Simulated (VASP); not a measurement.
# Br (Cmce) in VASP: further runs

Aim: see how the results for Br move with the level of theory and the settings. Levels: PBEsol, LDA, PBE. Tasks: single point.

Everything below comes from runs of VASP 6.6.1. Logs are shortened: lines on timing, memory, paths and dates and some standing lists are left out, and cuts for length are marked.

## 1. The cell of the first run

Symmetry: Cmce, No. 64, orthorhombic system. The conventional cell has a = 6.681 Å, b = 4.614 Å, c = 8.644 Å, α = 90.00°, β = 90.00°, γ = 90.00°. Br (site symmetry m) has 1 Br at 2.27 Å within 3.0 Å.

## 2. Single point, PBEsol (volume scaled by 0.98)

INCAR

```
ALGO = Normal
EDIFF = 1E-6
ENCUT = 520
GGA = PS
ISIF = 2
ISMEAR = -1
LASPH = True
LCHARG = False
LREAL = False
LWAVE = False
NBANDS = 22
NELM = 60
PREC = Accurate
SIGMA = 0.05
```

KPOINTS

```
k-points
0
Gamma
  7 7 3
```

POSCAR

```
Br
1.0
    3.3406771722     -2.3069619464      0.0000000000
    3.3406771722      2.3069619464      0.0000000000
    0.0000000000      0.0000000000      8.6438935422
Br
4
Direct
    0.3651000000      0.6349000000      0.3901000000
    0.1349000000      0.8651000000      0.8901000000
    0.6349000000      0.3651000000      0.6099000000
    0.8651000000      0.1349000000      0.1099000000
```

Potentials or basis: VASP PAW PBE potentials, release 64 (Br).

Command:

```console
cat potpaw_PBE.64/Br/POTCAR > POTCAR
mpirun -np 1 vasp_std > vasp.out
```

OUTCAR:

```text
EDIFF = 1E-6
   ENCUT = 520
   GGA = PS
   ISIF = 2
   ISMEAR = -1
   LASPH = True
   LREAL = False
   NELM = 60
   PREC = Accurate

 ion  position               nearest neighbor table
   1  0.365  0.635  0.390-   3 2.27
   2  0.135  0.865  0.890-   4 2.27
   3  0.635  0.365  0.610-   1 2.27
   4  0.865  0.135  0.110-   2 2.27

  LATTYP: Found a base centered orthorhombic cell.
 ALAT       =     4.6139238928
 B/A-ratio  =     1.4480850789
 C/A-ratio  =     1.8734365245

  Lattice vectors:

 A1 = (  -3.3406771722,  -2.3069619464,   0.0000000000)
 A2 = (   3.3406771722,  -2.3069619464,   0.0000000000)
 A3 = (   0.0000000000,   0.0000000000,   8.6438935422)

Analysis of symmetry for initial positions (statically):
=====================================================================
 Subroutine PRICEL returns:
 Original cell was already a primitive cell.

 Routine SETGRP: Setting up the symmetry group for a
 base centered orthorhombic supercell.

 Subroutine GETGRP returns: Found  8 space group operations
 (whereof  4 operations were pure point group operations)
 out of a pool of  8 trial point group operations.

The static configuration has the point symmetry C_2h.
 The point group associated with its full space group is D_2h.

Analysis of symmetry for dynamics (positions and initial velocities):
=====================================================================
 Subroutine PRICEL returns:
 Original cell was already a primitive cell.

 Routine SETGRP: Setting up the symmetry group for a
 base centered orthorhombic supercell.

 Subroutine GETGRP returns: Found  8 space group operations
 (whereof  4 operations were pure point group operations)
 out of a pool of  8 trial point group operations.

The dynamic configuration has the point symmetry C_2h.
 The point group associated with its full space group is D_2h.

 Subroutine INISYM returns: Found  8 space group operations
 (whereof  4 operations are pure point group operations),
 and found     1 'primitive' translations

----------------------------------------------------------------------------------------

                                     Primitive cell

  volume of cell :     133.2338

  direct lattice vectors                    reciprocal lattice vectors
     3.340677172 -2.306961946  0.000000000     0.149670254 -0.216735261  0.000000000
     3.340677172  2.306961946  0.000000000     0.149670254  0.216735261  0.000000000
     0.000000000  0.000000000  8.643893542     0.000000000  0.000000000  0.115688607

  length of vectors
     4.059827261  4.059827261  8.643893542     0.263392024  0.263392024  0.115688607

  position of ions in fractional coordinates (direct lattice)
     0.365100000  0.634900000  0.390100000
     0.134900000  0.865100000  0.890100000
     0.634900000  0.365100000  0.609900000
     0.865100000  0.134900000  0.109900000

  ion indices of the primitive-cell ions
   primitive index   ion index
                 1           1
                 2           2
                 3           3
                 4           4

----------------------------------------------------------------------------------------

 KPOINTS: k-points

Automatic generation of k-mesh.
 Grid dimensions read from file:
 generate k-points for:    7    7    3

 Generating k-lattice:

  Cartesian coordinates                     Fractional coordinates (reciprocal lattice)
     0.021381465 -0.030962180  0.000000000     0.142857143 -0.000000000  0.000000000
     0.021381465  0.030962180  0.000000000    -0.000000000  0.142857143  0.000000000
     0.000000000  0.000000000  0.038562869     0.000000000  0.000000000  0.333333333

  Length of vectors
     0.037627432  0.037627432  0.038562869

  Shift w.r.t. Gamma in fractional coordinates (k-lattice)
     0.000000000  0.000000000  0.000000000

 Subroutine IBZKPT returns following result:
 ===========================================

 Found     32 irreducible k-points:

 Following reciprocal coordinates:
            Coordinates               Weight
  0.000000  0.000000  0.000000      1.000000
  0.142857  0.000000  0.000000      4.000000
  0.285714  0.000000  0.000000      4.000000
  0.428571  0.000000  0.000000      4.000000
  0.142857  0.142857  0.000000      2.000000
  0.285714  0.142857  0.000000      4.000000
[... 16 lines left out ...]
  0.428571  0.142857  0.333333      8.000000
 -0.428571  0.142857  0.333333      8.000000
 [... further k-points ...]
   k-points           NKPTS =     32   k-points in BZ     NKDIM =     32   number of bands    NBANDS=     22
   number of dos      NEDOS =    301   number of ions     NIONS =      4
   total plane-waves  NPLWV =  57600
   dimension x,y,z NGX =    30 NGY =   30 NGZ =   64
   dimension x,y,z NGXF=    60 NGYF=   60 NGZF=  128
   ions per type =               4
   NGX,Y,Z   is equivalent  to a cutoff of  12.28, 12.28, 12.31 a.u.
   NGXF,Y,Z  is equivalent  to a cutoff of  24.57, 24.57, 24.62 a.u.
 SYSTEM =  unknown system
   PREC   = accura    normal or accurate (medium, high low for compatibility)
   ISTART =      0    job   : 0-new  1-cont  2-samecut
   ICHARG =      2    charge: 1-file 2-atom 10-const
   ISPIN  =      1    spin polarized calculation?
   LNONCOLLINEAR =      F non collinear calculations
   LSORBIT =      F    spin-orbit coupling
   LASPH  =      T    aspherical Exc in radial PAW
   ENCUT  =  520.0 eV  38.22 Ry    6.18 a.u.   7.55  7.55 16.07*2*pi/ulx,y,z
   NELM   =     60;   NELMIN=  2; NELMDL= -5     # of ELM steps
   EDIFF  = 0.1E-05   stopping-criterion for ELM
   LREAL  =      F    real-space projection
   EDIFFG = 0.1E-04   stopping-criterion for IOM
   NSW    =      0    number of steps for IOM
   IBRION =     -1    ionic relax: 0-MD 1-quasi-New 2-CG
   NFREE  =      0    steps in history (QN), initial steepest desc. (CG)
   ISIF   =      2    stress and relaxation
   ISYM   =      2    0-nonsym 1-usesym 2-fastsym
   POTIM  = 0.5000    time-step for ionic-motion
   TEBEG  =    0.0;   TEEND  =   0.0 temperature during run
   PSTRESS=    0.0 pullay stress
   NELECT =      28.0000    total number of electrons
   NUPDOWN=      -1.0000    fix difference up-down
   EMIN   =  10.00;   EMAX   =-10.00  energy-range for DOS
   EFERMI =   0.00;   METHOD = LEGACY
   ISMEAR =    -1;   SIGMA  =   0.05  broadening in eV -4-tet -1-fermi 0-gaus
   EFERMI_NEDOS =   21; number of points for ismear=-14 and -15
   IALGO  =     38    algorithm
   IMIX   =      4    mixing-type and parameters
     AMIX     =   0.40;   BMIX     =  1.00
     AMIX_MAG =   1.60;   BMIX_MAG =  1.00
  volume/ion in A,a.u.               =      33.31       224.78
  Fermi-wavevector in a.u.,A,eV,Ry     =   0.973321  1.839310 12.889529  0.947354
  Thomas-Fermi vector in A             =   2.103691
   LORBIT       =      0    0 simple, 1 ext, 2 COOP (PROOUT), +10 PAW based schemes
   GGA     = PS    functional components
   LHFCALC =     F    Hartree Fock is set to
   AEXX    =    0.0000 exact exchange contribution
   IVDW    =     0    specifies the selected vdW correction
   LEPSILON=     F    determine dielectric tensor
   LRPA    =     F    only Hartree local field effects (RPA)
 non-spin polarized calculation
  energy-cutoff  :      520.00
  volume of cell :      133.23
 maximum number of plane-waves:      3621
 NGX is ok and might be reduce to    30
   NGX = 15   NGY = 15   NGZ = 33

 number of electron      27.9999991 magnetization

 Free energy of the ion-electron system (eV)
  ---------------------------------------------------
  ext. energy  EPLUGINS =         0.00000000
  ---------------------------------------------------
  free energy    TOTEN  =        -7.14643606 eV

  energy without entropy =       -7.14643606  energy(sigma->0) =       -7.14643606

 E-fermi :   0.7099     XC(G=0):  -8.1453

 val. band max:       -0.2697568701   @ k =  -0.4286   0.4286   0.0000
 cond. band min:       1.6341323690   @ k =   0.1429   0.0000   0.0000
 fundamental gap:      1.9038892390
 Fermi energy:         0.7098926873

 k-point     1 :       0.0000    0.0000    0.0000
  band No.  band energies     occupation
      1     -16.3300      2.00000
      2     -16.0014      2.00000
      3     -13.4034      2.00000
      4     -12.6875      2.00000
      5      -5.3120      2.00000
      6      -4.2506      2.00000
[... 14 lines left out ...]
     21       8.6695      0.00000
     22       8.8880      0.00000

 k-point     2 :       0.1429    0.0000    0.0000
  band No.  band energies     occupation
      1     -16.2860      2.00000
      2     -15.9867      2.00000
      3     -13.3689      2.00000
      4     -12.7271      2.00000
      5      -5.3140      2.00000
      6      -4.3463      2.00000
[... 14 lines left out ...]
     21       8.5053      0.00000
     22       8.9399      0.00000

 k-point     3 :       0.2857    0.0000    0.0000
  band No.  band energies     occupation
      1     -16.1748      2.00000
      2     -15.9621      2.00000
      3     -13.2745      2.00000
      4     -12.8361      2.00000
      5      -5.3147      2.00000
      6      -4.6384      2.00000
[... 14 lines left out ...]
     21       8.7481      0.00000
     22       9.4526      0.00000

 k-point     4 :       0.4286    0.0000    0.0000
  band No.  band energies     occupation
      1     -16.0507      2.00000
      2     -15.9731      2.00000
      3     -13.1404      2.00000
      4     -12.9858      2.00000
      5      -5.2467      2.00000
      6      -5.0081      2.00000
[... 14 lines left out ...]
     21       9.1933      0.00000
     22      10.3846      0.00000

 k-point     5 :       0.1429    0.1429    0.0000
  band No.  band energies     occupation
      1     -16.2859      2.00000
      2     -15.9706      2.00000
      3     -13.3678      2.00000
      4     -12.6892      2.00000
      5      -5.2793      2.00000
      6      -4.3011      2.00000
[... 14 lines left out ...]
     21       9.0872      0.00000
     22       9.1033      0.00000

 k-point     6 :       0.2857    0.1429    0.0000
  band No.  band energies     occupation
      1     -16.2111      2.00000
      2     -15.9375      2.00000
      3     -13.3076      2.00000
      4     -12.7343      2.00000
      5      -5.2603      2.00000
      6      -4.4409      2.00000
[... 14 lines left out ...]
     21       8.4952      0.00000
     22       9.3038      0.00000

 k-point     7 :       0.4286    0.1429    0.0000
  band No.  band energies     occupation
      1     -16.1011      2.00000
      2     -15.9253      2.00000
      3     -13.2089      2.00000
      4     -12.8572      2.00000
      5      -5.2467      2.00000
      6      -4.7635      2.00000
[... 324 lines left out ...]
      6      -4.9309      2.00000
[... 14 lines left out ...]
     21       9.2643      0.00000
     22       9.6580      0.00000

 k-point    21 :       0.1429    0.1429    0.3333
  band No.  band energies     occupation
      1     -16.2166      2.00000
      2     -16.0605      2.00000
      3     -13.1925      2.00000
      4     -12.8551      2.00000
      5      -5.0824      2.00000
      6      -4.6175      2.00000
[... 14 lines left out ...]
     21       8.9531      0.00000
     22       9.2385      0.00000

 k-point    22 :       0.2857    0.1429    0.3333
  band No.  band energies     occupation
      1     -16.1500      2.00000
      2     -16.0142      2.00000
      3     -13.1598      2.00000
      4     -12.8744      2.00000
      5      -5.0919      2.00000
      6      -4.6917      2.00000
[... 14 lines left out ...]
     21       8.7585      0.00000
     22       8.9946      0.00000

 k-point    23 :       0.4286    0.1429    0.3333
  band No.  band energies     occupation
      1     -16.0601      2.00000
      2     -15.9725      2.00000
      3     -13.1195      2.00000
      4     -12.9440      2.00000
      5      -5.0996      2.00000
      6      -4.8192      2.00000
[... 14 lines left out ...]
     21       8.5588      0.00000
     22       9.0866      0.00000

 k-point    24 :      -0.4286    0.1429    0.3333
  band No.  band energies     occupation
      1     -16.0014      2.00000
      2     -15.9829      2.00000
      3     -13.0727      2.00000
      4     -13.0387      2.00000
      5      -5.0235      2.00000
      6      -4.9743      2.00000
[... 14 lines left out ...]
     21       9.2614      0.00000
     22       9.4573      0.00000

 [... further k-points ...]
[... 5 lines left out ...]
  --------------------------------------------------------------------------------------
  -------------------------------------------------------------------------------------
  Total        0.0874524      0.0524772      1.6985492      0.0000000     -0.0000000      0.0000000
  in kB        1.0516415      0.6310541     20.4255791      0.0000000     -0.0000000      0.0000000
  external PRESSURE =       7.3694249 kB  Pullay stress =       0.0000000 kB

 VOLUME and BASIS-vectors are now :
 -----------------------------------------------------------------------------
  energy-cutoff  :      520.00
  volume of cell :      133.23
      direct lattice vectors                 reciprocal lattice vectors
     3.340677172 -2.306961946  0.000000000     0.149670254 -0.216735261  0.000000000
     3.340677172  2.306961946  0.000000000     0.149670254  0.216735261  0.000000000
     0.000000000  0.000000000  8.643893542     0.000000000  0.000000000  0.115688607

 POSITION                                       TOTAL-FORCE (eV/Angst)
 -----------------------------------------------------------------------------------
      3.34068      0.62242      3.37198         0.000000      0.470578     -0.870747
      3.34068      1.68454      7.69393         0.000000     -0.470578     -0.870747
      3.34068     -0.62242      5.27191         0.000000     -0.470578      0.870747
      3.34068     -1.68454      0.94996         0.000000      0.470578      0.870747
 -----------------------------------------------------------------------------------
    total drift:                               -0.000000      0.000000      0.000000

  FREE ENERGIE OF THE ION-ELECTRON SYSTEM (eV)
  ---------------------------------------------------
  free  energy   TOTEN  =        -7.1464360601 eV

  energy  without entropy=       -7.1464360566  energy(sigma->0) =       -7.14643606
```

It took 34 s on 1 thread of Intel Xeon 6975P-C (Granite Rapids), shared host; peak memory 0.24 GiB.

What came out:

| Quantity | Value |
| --- | --- |
| Free energy | -7.1464 eV |
| Pressure | 0.7 GPa |
| Largest force | 0.990 eV/Å |
| Band gap on the k mesh | 1.90 eV, indirect (least direct gap 1.92 eV) |

Forces on the atoms (eV/Å):
```
Br   0.000  0.471 -0.871
Br   0.000 -0.471 -0.871
Br   0.000 -0.471  0.871
Br   0.000  0.471  0.871
```

Stress tensor (GPa, compression positive):
```
0.11 0.00 0.00
0.00 0.06 0.00
0.00 0.00 2.04
```

Caveat: the cell differs from its parent crystal (volume scaled by 0.98); the PAW data sets were made with another functional, which shifts forces and pressure a little. A k mesh can miss the band edges.

## 3. Single point, LDA

This run uses another cell than the first one, of 33.99 Å³/atom, 1.020 times its volume.

INCAR

```
ALGO = Normal ; EDIFF = 1E-6
ENCUT = 520 ; GGA = CA
ISIF = 2 ; ISMEAR = -1
LASPH = True ; LCHARG = False
LREAL = False ; LWAVE = False
NBANDS = 22 ; NELM = 100
PREC = Accurate ; SIGMA = 0.05
```

KPOINTS is that of step 2.

POSCAR

```
Br
1.0
    3.3632500000     -2.3225500000      0.0000000000
    3.3632500000      2.3225500000      0.0000000000
    0.0000000000      0.0000000000      8.7023000000
Br
4
Direct
    0.3651000000      0.6349000000      0.3901000000
    0.1349000000      0.8651000000      0.8901000000
    0.6349000000      0.3651000000      0.6099000000
    0.8651000000      0.1349000000      0.1099000000
```

Potentials or basis: VASP PAW LDA potentials, release 64 (Br).

Command:

```console
cat potpaw_LDA.64/Br/POTCAR > POTCAR
mpirun -np 1 vasp_std > vasp.out
```

Run time: 39 s. Hardware: 1 thread of Intel Xeon 6975P-C (Granite Rapids), shared host; peak memory 0.22 GiB.

The run converged. Its results:

```
Free energy            : -8.0751 eV
Pressure               : -1.2 GPa
Largest force          : 0.728 eV/Å
Band gap on the k mesh : 1.75 eV, indirect (least direct gap 1.77 eV)
```

Forces in eV/Å, atoms in the order of the input:
```
Br   0.000  0.308 -0.659
Br   0.000 -0.308 -0.659
Br   0.000 -0.308  0.659
Br   0.000  0.308  0.659
```

Stress tensor (GPa, compression positive):
```
-1.08  0.00  0.00
 0.00 -1.88  0.00
 0.00  0.00 -0.59
```

Levels at points of the mesh, in eV from the valence-band top:
| k point | band 12 | band 13 | band 14 | band 15 | band 16 | band 17 |
| --- | --- | --- | --- | --- | --- | --- |
| (0.00, 0.00, 0.00) | -0.36 | -0.06 | -0.01 | 1.76 | 2.54 | 5.57 |

A k mesh can miss the band edges.

## 4. Single point, PBE

This run uses another cell than the first one, of 33.99 Å³/atom, 1.020 times its volume.

INCAR

```
SYSTEM = Br
ALGO = Normal
EDIFF = 1E-7
ENCUT = 520
GGA = PE
ISIF = 2
ISMEAR = 0
LASPH = .TRUE.
LCHARG = .FALSE.
LREAL = .FALSE.
LWAVE = .FALSE.
NBANDS = 22
NELM = 60
PREC = Accurate
SIGMA = 0.028999999999999998
```

KPOINTS

```
k-points
0
G
  7 7 3
  0 0 0
```

POSCAR is that of step 3.

Potentials or basis: VASP PAW PBE potentials, release 64 (Br).

Command:

```console
cat potpaw_PBE.64/Br/POTCAR > POTCAR
mpirun -np 1 vasp_std > vasp.out
```

Run time: 49 s. Hardware: 1 thread of Intel Xeon 6975P-C (Granite Rapids), shared host; peak memory 0.26 GiB.

The run converged. Its results:

```yaml
Free_energy: -6.3724 eV
Pressure: 1.9 GPa
Largest_force: 0.882 eV/Å
Band_gap_on_the_k_mesh: 1.90 eV, indirect (least direct gap 1.92 eV)
```

Forces in eV/Å, atoms in the order of the input:
```
Br   0.000  0.424 -0.774
Br   0.000 -0.424 -0.774
Br   0.000 -0.424  0.774
Br   0.000  0.424  0.774
```

Stress tensor (GPa, compression positive):
```
1.22 0.00 0.00
0.00 1.29 0.00
0.00 0.00 3.05
```

Levels at points of the mesh, in eV from the valence-band top:
```
           k point  band 12  band 13  band 14  band 15  band 16  band 17
(0.00, 0.00, 0.00)    -0.34    -0.06    -0.02     1.90     2.65     6.00
```

A k mesh can miss the band edges.

## 5. Single point, PBE

This run uses another cell than the first one, of 33.99 Å³/atom, 1.020 times its volume.

INCAR

```
ALGO = Normal
EDIFF = 1E-6
ENCUT = 520
GGA = PE
ISIF = 2
ISMEAR = 0
LASPH = True
LCHARG = False
LREAL = False
LWAVE = False
NBANDS = 22
NELM = 60
PREC = Accurate
SIGMA = 0.03
```

KPOINTS

```
k-points
0
Gamma
  7 7 3
```

POSCAR is that of step 4.

Command:

```console
cat potpaw_PBE.64/Br/POTCAR > POTCAR
mpirun -np 1 vasp_std > vasp.out
```

It took 46 s on 1 thread of Intel Xeon 6975P-C (Granite Rapids), shared host; peak memory 0.26 GiB.

It converged, with:

| Item | Value |
| --- | --- |
| Free energy | -6.3724 eV |
| Pressure | 1.9 GPa |
| Largest force | 0.882 eV/Å |
| Band gap on the k mesh | 1.90 eV, indirect (least direct gap 1.92 eV) |

Forces in eV/Å, atoms in the order of the input:
```
Br   0.000  0.424 -0.774
Br   0.000 -0.424 -0.774
Br   0.000 -0.424  0.774
Br   0.000  0.424  0.774
```

Stress tensor (GPa, compression positive):
```
1.21 0.00 0.00
0.00 1.29 0.00
0.00 0.00 3.05
```

Levels at points of the mesh, in eV from the valence-band top:
| k point | band 12 | band 13 | band 14 | band 15 | band 16 | band 17 |
| --- | --- | --- | --- | --- | --- | --- |
| (0.00, 0.00, 0.00) | -0.34 | -0.06 | -0.02 | 1.90 | 2.65 | 6.00 |

A k mesh can miss the band edges. PBE gaps usually lie below the measured ones, often by a third to a half.

## 6. The runs side by side

```csv
level,potentials or basis,cell,smearing,gap on the mesh (eV),pressure (GPa),largest force (eV/Å)
PBEsol,"VASP PAW PBE potentials, release 64 (Br)","a = 4.060, b = 4.060, c = 8.644 Å, angles 90.0, 90.0, 69.3°, 4 atoms",fermi-dirac 0.05 eV,1.90,0.7,0.99
LDA,"VASP PAW LDA potentials, release 64 (Br)","a = 4.087, b = 4.087, c = 8.702 Å, angles 90.0, 90.0, 69.3°, 4 atoms",fermi-dirac 0.05 eV,1.75,-1.2,0.73
PBE,"VASP PAW PBE potentials, release 64 (Br)","a = 4.087, b = 4.087, c = 8.702 Å, angles 90.0, 90.0, 69.3°, 4 atoms",gaussian 0.029 eV,1.90,1.9,0.88
PBE,"VASP PAW PBE potentials, release 64 (Br)","a = 4.087, b = 4.087, c = 8.702 Å, angles 90.0, 90.0, 69.3°, 4 atoms",gaussian 0.03 eV,1.90,1.9,0.88
```

Alike in all rows: task single point; no spin polarisation; k mesh 7 × 7 × 3; cutoff (eV) 520.

Caveats: the PAW data sets were made with another functional, which shifts forces and pressure a little (some runs).

Total energies depend on the potentials used, so only differences within one code and one set of settings carry meaning.
